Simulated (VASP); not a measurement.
# Sn3Te (P4/mmm) in VASP: single point with PBE

Aim: the single point of Sn3Te with PBE.

All numbers are computed with VASP 6.6.1; they aren't measurements. Logs are shortened: lines on timing, memory, paths and dates and some standing lists are left out, and cuts for length are marked.

### Step 1. The cell of the first run

The structure is tetragonal, space group P4/mmm (No. 123). Conventional cell: a = 5.412 Å, b = 5.412 Å, c = 3.895 Å, α = 90.00°, β = 90.00°, γ = 90.00°. Sn (site symmetry mmm) has 10 Sn at 3.33 to 3.90 Å and 4 Te at 3.33 Å within 4.4 Å. Within 4.4 Å of Sn (site symmetry 4/mmm) lie 10 Sn at 3.33 to 3.90 Å and 4 Te at 3.83 Å. Within 4.4 Å of Te (site symmetry 4/mmm) lie 12 Sn at 3.33 to 3.83 Å and 2 Te at 3.90 Å.

### Step 2. Single point, PBE

The input, INCAR:

```
SYSTEM = Sn3Te
PREC = Accurate
ENCUT = 520
EDIFF = 1E-6
ISMEAR = 0
SIGMA = 0.1
LREAL = .False.
LASPH = .True.
NELM = 80
ALGO = Fast
ISIF = 2
LWAVE = .False.
LCHARG = .False.
GGA = PE
NBANDS = 32
```

The input, KPOINTS:

```
regular mesh
0
Gamma
  10 10 10
  0 0 0
```

The input, POSCAR:

```
Sn3Te
1.0
    5.4115084005      0.0000000000      0.0000000000
    0.0000000000      5.4115084005      0.0000000000
    0.0000000000      0.0000000000      3.8951384829
Sn Te
3 1
Direct
    0.0000000000      0.5000000000      0.5000000000
    0.5000000000      0.0000000000      0.5000000000
    0.5000000000      0.5000000000      0.0000000000
    0.0000000000      0.0000000000      0.0000000000
```

Potentials or basis: VASP PAW PBE potentials, release 64 (Sn_d, Te).

Started as:

```
$ cat potpaw_PBE.64/Sn_d/POTCAR potpaw_PBE.64/Te/POTCAR > POTCAR
$ mpirun -np 1 vasp_std > vasp.out
```

OUTCAR:

```text
SYSTEM = Sn3Te
   PREC = Accurate
   ENCUT = 520
   EDIFF = 1E-6
   ISMEAR = 0
   LREAL = .False.
   LASPH = .True.
   NELM = 80
   ISIF = 2
   GGA = PE

 ion  position               nearest neighbor table
   1  0.000  0.500  0.500-   3 3.33   4 3.33   3 3.33   4 3.33   4 3.33   4 3.33   3 3.33   3 3.33

   2  0.500  0.000  0.500-   3 3.33   4 3.33   3 3.33   4 3.33   3 3.33   3 3.33   4 3.33   4 3.33

   3  0.500  0.500  0.000-   1 3.33   2 3.33   1 3.33   2 3.33   2 3.33   2 3.33   1 3.33   1 3.33

   4  0.000  0.000  0.000-   1 3.33   2 3.33   1 3.33   2 3.33   1 3.33   1 3.33   2 3.33   2 3.33

  LATTYP: Found a simple tetragonal cell.
 ALAT       =     5.4115084005
 C/A-ratio  =     0.7197879398

  Lattice vectors:

 A1 = (   5.4115084005,   0.0000000000,   0.0000000000)
 A2 = (   0.0000000000,   5.4115084005,   0.0000000000)
 A3 = (   0.0000000000,   0.0000000000,   3.8951384829)

Analysis of symmetry for initial positions (statically):
=====================================================================
 Subroutine PRICEL returns:
 Original cell was already a primitive cell.

 Routine SETGRP: Setting up the symmetry group for a
 simple tetragonal supercell.

 Subroutine GETGRP returns: Found 16 space group operations
 (whereof 16 operations were pure point group operations)
 out of a pool of 16 trial point group operations.

The static configuration has the point symmetry D_4h.

Analysis of symmetry for dynamics (positions and initial velocities):
=====================================================================
 Subroutine PRICEL returns:
 Original cell was already a primitive cell.

 Routine SETGRP: Setting up the symmetry group for a
 simple tetragonal supercell.

 Subroutine GETGRP returns: Found 16 space group operations
 (whereof 16 operations were pure point group operations)
 out of a pool of 16 trial point group operations.

The dynamic configuration has the point symmetry D_4h.

 Subroutine INISYM returns: Found 16 space group operations
 (whereof 16 operations are pure point group operations),
 and found     1 'primitive' translations

----------------------------------------------------------------------------------------

                                     Primitive cell
[... 84 lines left out ...]
   NGXF,Y,Z  is equivalent  to a cutoff of  24.58, 24.58, 25.61 a.u.
 SYSTEM =  Sn3Te
   PREC   = accura    normal or accurate (medium, high low for compatibility)
   ISTART =      0    job   : 0-new  1-cont  2-samecut
   ICHARG =      2    charge: 1-file 2-atom 10-const
   ISPIN  =      1    spin polarized calculation?
   LNONCOLLINEAR =      F non collinear calculations
   LSORBIT =      F    spin-orbit coupling
   LASPH  =      T    aspherical Exc in radial PAW
   ENCUT  =  520.0 eV  38.22 Ry    6.18 a.u.  10.06 10.06  7.24*2*pi/ulx,y,z
   NELM   =     80;   NELMIN=  2; NELMDL= -5     # of ELM steps
   EDIFF  = 0.1E-05   stopping-criterion for ELM
   LREAL  =      F    real-space projection
[... 7 lines left out ...]
   TEBEG  =    0.0;   TEEND  =   0.0 temperature during run
   PSTRESS=    0.0 pullay stress
   NELECT =      48.0000    total number of electrons
   NUPDOWN=      -1.0000    fix difference up-down
   EMIN   =  10.00;   EMAX   =-10.00  energy-range for DOS
   EFERMI =   0.00;   METHOD = LEGACY
   ISMEAR =     0;   SIGMA  =   0.10  broadening in eV -4-tet -1-fermi 0-gaus
   EFERMI_NEDOS =   21; number of points for ismear=-14 and -15
   IALGO  =     68    algorithm
   IMIX   =      4    mixing-type and parameters
     AMIX     =   0.40;   BMIX     =  1.00
     AMIX_MAG =   1.60;   BMIX_MAG =  1.00
  volume/ion in A,a.u.               =      28.52       192.44
  Fermi-wavevector in a.u.,A,eV,Ry     =   1.226786  2.318289 20.476812  1.505003
  Thomas-Fermi vector in A             =   2.361774
   LORBIT       =      0    0 simple, 1 ext, 2 COOP (PROOUT), +10 PAW based schemes
   GGA     = PE    functional components
   LHFCALC =     F    Hartree Fock is set to
   AEXX    =    0.0000 exact exchange contribution
   IVDW    =     0    specifies the selected vdW correction
   LEPSILON=     F    determine dielectric tensor
   LRPA    =     F    only Hartree local field effects (RPA)
 non-spin polarized calculation
 RMM-DIIS sequential band-by-band and
 Gauss-broadening in eV      SIGMA  =   0.10
  energy-cutoff  :      520.00
  volume of cell :      114.07
 maximum number of plane-waves:      3098
   NGX = 21   NGY = 21   NGZ = 15

 number of electron      48.0000018 magnetization

 Free energy of the ion-electron system (eV)
  ---------------------------------------------------
  ext. energy  EPLUGINS =         0.00000000
  ---------------------------------------------------
  free energy    TOTEN  =       -14.61558923 eV

  energy without entropy =      -14.60801213  energy(sigma->0) =      -14.61180068

 E-fermi :   7.6440     XC(G=0): -10.1105

 val. band max:        7.6061159455   @ k =   0.4000   0.0000   0.5000
 cond. band min:       7.6721978298   @ k =   0.4000   0.3000   0.4000
 fundamental gap:      0.0660818843
 Fermi energy:         7.6440391079

 k-point     1 :       0.0000    0.0000    0.0000
  band No.  band energies     occupation
      1     -13.9829      2.00000
      2     -13.9796      2.00000
      3     -13.9796      2.00000
      4     -13.9716      2.00000
      5     -13.9588      2.00000
      6     -13.9441      2.00000
[... 829 lines left out ...]
     31      12.4230      0.00000
     32      13.5639      0.00000

 [... further k-points ...]

------------------------ aborting loop because EDIFF is reached ----------------------------------------

  FORCE on cell =-STRESS in cart. coord.  units (eV):
  Direction    XX          YY          ZZ          XY          YZ          ZX
  --------------------------------------------------------------------------------------
  -------------------------------------------------------------------------------------
  Total       -0.0489478     -0.0489478     -0.0515041      0.0000000      0.0000000      0.0000000
  in kB       -0.6875188     -0.6875188     -0.7234243      0.0000000      0.0000000      0.0000000
  external PRESSURE =      -0.6994873 kB  Pullay stress =       0.0000000 kB

 VOLUME and BASIS-vectors are now :
 -----------------------------------------------------------------------------
  energy-cutoff  :      520.00
  volume of cell :      114.07
      direct lattice vectors                 reciprocal lattice vectors
     5.411508400  0.000000000  0.000000000     0.184791361  0.000000000  0.000000000
     0.000000000  5.411508400  0.000000000     0.000000000  0.184791361  0.000000000
     0.000000000  0.000000000  3.895138483     0.000000000  0.000000000  0.256730282

 POSITION                                       TOTAL-FORCE (eV/Angst)
 -----------------------------------------------------------------------------------
      0.00000      2.70575      1.94757         0.000000      0.000000      0.000000
      2.70575      0.00000      1.94757         0.000000      0.000000      0.000000
      2.70575      2.70575      0.00000         0.000000      0.000000      0.000000
      0.00000      0.00000      0.00000         0.000000      0.000000      0.000000
 -----------------------------------------------------------------------------------
    total drift:                               -0.000000      0.000000     -0.000000

  FREE ENERGIE OF THE ION-ELECTRON SYSTEM (eV)
  ---------------------------------------------------
  free  energy   TOTEN  =       -14.6155892330 eV

  energy  without entropy=      -14.6080121294  energy(sigma->0) =      -14.61180068
```

OSZICAR:

```text
N       E                     dE             d eps       ncg     rms          rms(c)
DAV:   1     0.443826823290E+03    0.44383E+03   -0.23221E+04  8360   0.210E+03
DAV:   2     0.419603093732E+02   -0.40187E+03   -0.38976E+03  8120   0.546E+02
DAV:   3    -0.122075879209E+02   -0.54168E+02   -0.52729E+02  9760   0.170E+02
DAV:   4    -0.145833965457E+02   -0.23758E+01   -0.23689E+01  9032   0.381E+01
DAV:   5    -0.146681485125E+02   -0.84752E-01   -0.84748E-01 12000   0.742E+00    0.563E+00
RMM:   6    -0.146241889126E+02    0.43960E-01   -0.69643E-02  9393   0.211E+00    0.336E+00
RMM:   7    -0.146158056008E+02    0.83833E-02   -0.42481E-02  9222   0.147E+00    0.430E-01
RMM:   8    -0.146153991963E+02    0.40640E-03   -0.59195E-03 10697   0.742E-01    0.923E-02
RMM:   9    -0.146155453977E+02   -0.14620E-03   -0.16763E-03 11422   0.322E-01    0.718E-02
RMM:  10    -0.146155886993E+02   -0.43302E-04   -0.37369E-04 12962   0.136E-01    0.330E-02
RMM:  11    -0.146155900939E+02   -0.13946E-05   -0.47042E-05 13088   0.449E-02    0.968E-03
RMM:  12    -0.146155892330E+02    0.86088E-06   -0.55568E-06  7983   0.157E-02
   1 F= -.14615589E+02 E0= -.14611801E+02  d E =-.757710E-02
```

stdout:

```text
POSCAR found type information on POSCAR SnTe
 POSCAR found :  2 types and       4 ions
 scaLAPACK will be used
 LDA part: xc-table for (Slater+PW92), standard interpolation
 POSCAR, INCAR and KPOINTS ok, starting setup
 FFT: planning ... GRIDC
 FFT: planning ... GRID_SOFT
 FFT: planning ... GRID
 WAVECAR not read
 entering main loop
WARNING in EDDRMM: call to ZHEGV failed, returncode =   8  4     30
```

It took 5 min on 1 thread of Intel Xeon Platinum 8175M at 2.50GHz (Skylake/Cascade Lake), shared host; peak memory 0.48 GiB.

What came out:

```yaml
Free_energy: -14.6156 eV
Pressure: -0.1 GPa
Band_gap_on_the_k_mesh: zero (band 24 reaches 9.45 eV, above the bottom of band 25 at 6.23 eV)
```

Caveat: spin-orbit coupling is left out, which moves the levels of the heavy elements.
